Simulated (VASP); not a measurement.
# Al in VASP: further runs, part 2 of 3

VASP 6.6.1. The steps go on from the part before.

## Step 3: Single point, PBE

INCAR

```
PREC     = Accurate       # precision mode
ENCUT    = 520            # plane-wave cutoff, eV
EDIFF    = 1E-6           # SCF threshold, eV
ISMEAR   = -1             # smearing method
SIGMA    = 0.08           # smearing width, eV
LREAL    = False          # projectors in reciprocal space
LASPH    = True           # aspherical terms in the spheres
NELM     = 100            # most SCF steps
ALGO     = Normal         # electronic algorithm
ISIF     = 2              # what is computed and relaxed
LWAVE    = False          # write WAVECAR
LCHARG   = False          # write CHGCAR
LDIPOL   = True         
IDIPOL   = 3            
DIPOL    = 0.5 0.5 0.500
GGA      = PE             # functional
NBANDS   = 14             # bands
```

KPOINTS

```
regular mesh
0
Gamma
  14 14 1
```

POSCAR

```
Al
1.0
    2.8574853682      0.0000000000      0.0000000000
    0.0000000000      2.8574853682      0.0000000000
    0.0000000000      0.0000000000     22.0616000000
Al
4
Direct
    0.2500000000      0.2500000000      0.3626200764
    0.7500000000      0.7500000000      0.4542066918
    0.2500000000      0.2500000000      0.5457933077
    0.7500000000      0.7500000000      0.6373799236
```

Potentials or basis: VASP PAW PBE potentials, release 64 (Al).

On the command line:

```console
$ cat potpaw_PBE.64/Al/POTCAR > POTCAR
$ mpirun -np 1 vasp_std > vasp.out
```

OUTCAR:

```text
PREC = Accurate
   ENCUT = 520
   EDIFF = 1E-6
   ISMEAR = -1
   LREAL = False
   LASPH = True
   NELM = 100
   ISIF = 2
   GGA = PE

 ion  position               nearest neighbor table
   1  0.250  0.250  0.363-   2 2.86   2 2.86   2 2.86   2 2.86
   2  0.750  0.750  0.454-   1 2.86   1 2.86   1 2.86   1 2.86   3 2.86   3 2.86   3 2.86   3 2.86

   3  0.250  0.250  0.546-   2 2.86   4 2.86   2 2.86   4 2.86   2 2.86   4 2.86   2 2.86   4 2.86

   4  0.750  0.750  0.637-   3 2.86   3 2.86   3 2.86   3 2.86

  LATTYP: Found a simple tetragonal cell.
 ALAT       =     2.8574853682
 C/A-ratio  =     7.7206344591

  Lattice vectors:

 A1 = (   2.8574853682,   0.0000000000,   0.0000000000)
 A2 = (   0.0000000000,   2.8574853682,   0.0000000000)
 A3 = (   0.0000000000,   0.0000000000,  22.0616000000)

Analysis of symmetry for initial positions (statically):
=====================================================================
 Subroutine PRICEL returns:
 Original cell was already a primitive cell.

 Routine SETGRP: Setting up the symmetry group for a
 simple tetragonal supercell.

 Subroutine GETGRP returns: Found 16 space group operations
 (whereof  4 operations were pure point group operations)
 out of a pool of 16 trial point group operations.

The static configuration has the point symmetry C_2h.
 The point group associated with its full space group is D_4h.

Analysis of symmetry for dynamics (positions and initial velocities):
=====================================================================
 Subroutine PRICEL returns:
 Original cell was already a primitive cell.

 Routine SETGRP: Setting up the symmetry group for a
 simple tetragonal supercell.

 Subroutine GETGRP returns: Found 16 space group operations
 (whereof  4 operations were pure point group operations)
 out of a pool of 16 trial point group operations.

The dynamic configuration has the point symmetry C_2h.
 The point group associated with its full space group is D_4h.

 Subroutine INISYM returns: Found 16 space group operations
 (whereof  4 operations are pure point group operations),
 and found     1 'primitive' translations

----------------------------------------------------------------------------------------

                                     Primitive cell

  volume of cell :     180.1379

  direct lattice vectors                    reciprocal lattice vectors
     2.857485368  0.000000000  0.000000000     0.349958047  0.000000000  0.000000000
     0.000000000  2.857485368  0.000000000     0.000000000  0.349958047  0.000000000
     0.000000000  0.000000000 22.061600000     0.000000000  0.000000000  0.045327628

  length of vectors
     2.857485368  2.857485368 22.061600000     0.349958047  0.349958047  0.045327628

  position of ions in fractional coordinates (direct lattice)
     0.250000000  0.250000000  0.362620076
     0.750000000  0.750000000  0.454206692
     0.250000000  0.250000000  0.545793308
     0.750000000  0.750000000  0.637379924

  ion indices of the primitive-cell ions
   primitive index   ion index
                 1           1
                 2           2
                 3           3
                 4           4

----------------------------------------------------------------------------------------

 KPOINTS: regular mesh

Automatic generation of k-mesh.
 Grid dimensions read from file:
 generate k-points for:   14   14    1
[... 57 lines left out ...]
   ICHARG =      2    charge: 1-file 2-atom 10-const
   ISPIN  =      1    spin polarized calculation?
   LNONCOLLINEAR =      F non collinear calculations
   LSORBIT =      F    spin-orbit coupling
   LASPH  =      T    aspherical Exc in radial PAW
   ENCUT  =  520.0 eV  38.22 Ry    6.18 a.u.   5.31  5.31 41.02*2*pi/ulx,y,z
   NELM   =    100;   NELMIN=  2; NELMDL= -5     # of ELM steps
   EDIFF  = 0.1E-05   stopping-criterion for ELM
   LREAL  =      F    real-space projection
   EDIFFG = 0.1E-04   stopping-criterion for IOM
   NSW    =      0    number of steps for IOM
   IBRION =     -1    ionic relax: 0-MD 1-quasi-New 2-CG
   NFREE  =      0    steps in history (QN), initial steepest desc. (CG)
   ISIF   =      2    stress and relaxation
   ISYM   =      2    0-nonsym 1-usesym 2-fastsym
   POTIM  = 0.5000    time-step for ionic-motion
   TEBEG  =    0.0;   TEEND  =   0.0 temperature during run
   PSTRESS=    0.0 pullay stress
   NELECT =      12.0000    total number of electrons
   NUPDOWN=      -1.0000    fix difference up-down
   EMIN   =  10.00;   EMAX   =-10.00  energy-range for DOS
   EFERMI =   0.00;   METHOD = LEGACY
   ISMEAR =    -1;   SIGMA  =   0.08  broadening in eV -4-tet -1-fermi 0-gaus
   EFERMI_NEDOS =   21; number of points for ismear=-14 and -15
   IALGO  =     38    algorithm
   IMIX   =      4    mixing-type and parameters
     AMIX     =   0.40;   BMIX     =  1.00
     AMIX_MAG =   1.60;   BMIX_MAG =  1.00
  volume/ion in A,a.u.               =      45.03       303.91
  Fermi-wavevector in a.u.,A,eV,Ry     =   0.663642  1.254101  5.992279  0.440420
  Thomas-Fermi vector in A             =   1.737083
   LORBIT       =      0    0 simple, 1 ext, 2 COOP (PROOUT), +10 PAW based schemes
   GGA     = PE    functional components
   LHFCALC =     F    Hartree Fock is set to
   AEXX    =    0.0000 exact exchange contribution
   IVDW    =     0    specifies the selected vdW correction
   LEPSILON=     F    determine dielectric tensor
   LRPA    =     F    only Hartree local field effects (RPA)
 non-spin polarized calculation
  energy-cutoff  :      520.00
  volume of cell :      180.14
 maximum number of plane-waves:      4900
 NGX is ok and might be reduce to    24
   NGX = 11   NGY = 11   NGZ = 83

 number of electron      12.0000000 magnetization

 dipolmoment           0.000000      0.000000      0.000000 electrons x Angstroem

 Free energy of the ion-electron system (eV)
  ---------------------------------------------------
  ext. energy  EPLUGINS =         0.00000000
  ---------------------------------------------------
  free energy    TOTEN  =       -13.99729838 eV

  energy without entropy =      -13.94913149  energy(sigma->0) =      -13.97321494

 E-fermi :   0.3022     XC(G=0):  -4.6305

 val. band max:        0.2927622617   @ k =   0.5000   0.0000   0.0000
 cond. band min:       0.3086921417   @ k =   0.2143   0.0000   0.0000
 fundamental gap:      0.0159298800
 Fermi energy:         0.3021572815

 k-point     1 :       0.0000    0.0000    0.0000
  band No.  band energies     occupation
      1     -10.4134      2.00000
      2      -9.0213      2.00000
      3      -6.8688      2.00000
      4      -4.0264      2.00000
      5      -1.7055      2.00000
      6       1.7442      0.00000
      7       3.7062      0.00000
      8       4.6544      0.00000
      9       4.9006      0.00000
     10       5.9532      0.00000
     11       6.2563      0.00000
     12       6.2563      0.00000
     13       6.6684      0.00000
     14       6.7814      0.00000
[... 377 lines left out ...]
      1      -7.3117      2.00000
      2      -5.9442      2.00000
      3      -3.8259      2.00000
      4      -2.3794      2.00000
      5      -1.0535      2.00000
      6      -1.0229      2.00000
      7       1.0359      0.00021
      8       1.1812      0.00003
      9       2.6978      0.00000
     10       3.8351      0.00000
     11       4.0682      0.00000
     12       4.7098      0.00000
     13       5.8919      0.00000
     14       6.5154      0.00000

 [... further k-points ...]

------------------------ aborting loop because EDIFF is reached ----------------------------------------

 vacuum level on the upper side and lower side of the slab       (xc-potential included)        -0.108        -0.108

  FORCE on cell =-STRESS in cart. coord.  units (eV):
  Direction    XX          YY          ZZ          XY          YZ          ZX
  --------------------------------------------------------------------------------------
  -------------------------------------------------------------------------------------
  Total       -1.6573533     -1.6573533      0.7406607      0.0000000      0.0000000      0.0000000
  in kB      -14.7407859    -14.7407859      6.5875637      0.0000000      0.0000000      0.0000000
  external PRESSURE =      -7.6313360 kB  Pullay stress =       0.0000000 kB

 VOLUME and BASIS-vectors are now :
 -----------------------------------------------------------------------------
  energy-cutoff  :      520.00
  volume of cell :      180.14
      direct lattice vectors                 reciprocal lattice vectors
     2.857485368  0.000000000  0.000000000     0.349958047  0.000000000  0.000000000
     0.000000000  2.857485368  0.000000000     0.000000000  0.349958047  0.000000000
     0.000000000  0.000000000 22.061600000     0.000000000  0.000000000  0.045327628

 POSITION                                       TOTAL-FORCE (eV/Angst)
 -----------------------------------------------------------------------------------
      0.71437      0.71437      7.99998        -0.000000      0.000000     -0.110351
      2.14311      2.14311     10.02053         0.000000      0.000000     -0.037063
      0.71437      0.71437     12.04107         0.000000      0.000000      0.037063
      2.14311      2.14311     14.06162         0.000000     -0.000000      0.110351
 -----------------------------------------------------------------------------------
    total drift:                               -0.000000      0.000000      0.000001

  FREE ENERGIE OF THE ION-ELECTRON SYSTEM (eV)
  ---------------------------------------------------
  free  energy   TOTEN  =       -13.9972983840 eV

  energy  without entropy=      -13.9491314864  energy(sigma->0) =      -13.97321494

 vacuum level on the upper side and lower side of the slab         4.492         4.492
```

It took 93 s on 1 thread of AMD EPYC 9R45 (Zen 5), shared host; peak memory 0.28 GiB.

What came out:

```yaml
Free_energy: -13.9973 eV
Largest_force: 0.110 eV/Å
Band_gap_on_the_k_mesh: zero (band 6 reaches 2.04 eV, above the bottom of band 7 at -0.70 eV)
```

Forces on the atoms (eV/Å):
```
Al   0.000  0.000 -0.110
Al   0.000  0.000 -0.037
Al   0.000  0.000  0.037
Al   0.000  0.000  0.110
```

(Continued in part 3 of 3.)
